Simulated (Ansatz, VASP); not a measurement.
Two plane-wave programs on AlGaN2

```xyz
4
Lattice="3.2351 0.0000 0.0000 0.0000 3.2351 0.0000 0.0000 0.0000 4.3575" Properties=species:S:1:pos:R:3 pbc="T T T"
Al    1.6176    1.6176    2.1787
Ga    0.0000    0.0000    0.0000
N     1.6176    0.0000    3.2170
N     0.0000    1.6176    1.1405
```

Change from the starting cell: strain +0.030 along x and y, -0.015 along z, atoms carried along.

Alike in both runs: task single point; functional LDA; k mesh 8 × 8 × 6; occupations gaussian, width 0.05 eV; no spin polarisation.

|  | VASP | Ansatz |
| --- | --- | --- |
| version | VASP 6.6.1 | Ansatz 0.2.0 |
| potentials or method | VASP PAW LDA potentials, release 64 (Al, Ga_d, N), cutoff 520 eV | scalar-relativistic, plane waves, PAW |
| valence electrons in the cell | 26 | 26 |

```tsv
	VASP	Ansatz	Ansatz less VASP
gap on the k mesh at the Fermi level (eV)	2.59	2.58	-0.011
least direct gap on the mesh (eV)	2.59	2.58	-0.011
pressure (GPa)	-11.9	-12.6	-0.64
traceless stress, the component that is largest in VASP (GPa)	3.62	3.64	+0.020
rms of the force components (eV/Å)	0.033	0.043	+0.0103
```

LDA's correlation is that of Perdew and Zunger in VASP and of Perdew and Wang (1992) in Ansatz. Atom by atom the forces differ by 0.010 eV/Å (rms over components).
